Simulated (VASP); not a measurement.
Runs of VASP 6.6.1 on BN. The structure is that of space group P6_3/mmc (No. 194), or close to it. The cells are those of the table. 

| cell | gap on the mesh (eV) | pressure (GPa) |
| --- | --- | --- |
| atoms relaxed from a = 2.540, b = 2.540, c = 6.532 Å, angles 90.0, 90.0, 120.0°, 4 atoms | (a) | -6.3 |
| atoms relaxed from a = 2.540, b = 2.540, c = 6.796 Å, angles 90.0, 90.0, 120.0°, 4 atoms | 4.25 | -6.5 |
| atoms relaxed from a = 2.523, b = 2.523, c = 6.554 Å, angles 90.0, 90.0, 120.0°, 4 atoms | 4.23 | -1.8 |
| atoms relaxed from a = 2.557, b = 2.557, c = 6.642 Å, angles 90.0, 90.0, 120.0°, 4 atoms | 4.18 | -10.5 |
| atoms relaxed from a = 2.540, b = 2.540, c = 6.466 Å, angles 90.0, 90.0, 120.0°, 4 atoms | 4.18 | -6.2 |

Alike in all rows: task relaxation of the atoms; level PBE; potentials or basis VASP PAW PBE potentials, release 64 (B, N); no spin polarisation; k mesh 13 × 13 × 5; cutoff (eV) 520; smearing fermi-dirac 0.02 eV.

Q: Estimate the missing entries.

A: (a) 4.19.

Caveats: the relaxation stopped at its first step, so nothing moved; an odd mesh through Γ misses points on the zone boundary, where band edges can lie; this functional lacks dispersion, which binds the layers, so the pressure and a relaxed spacing across them are unreliable.
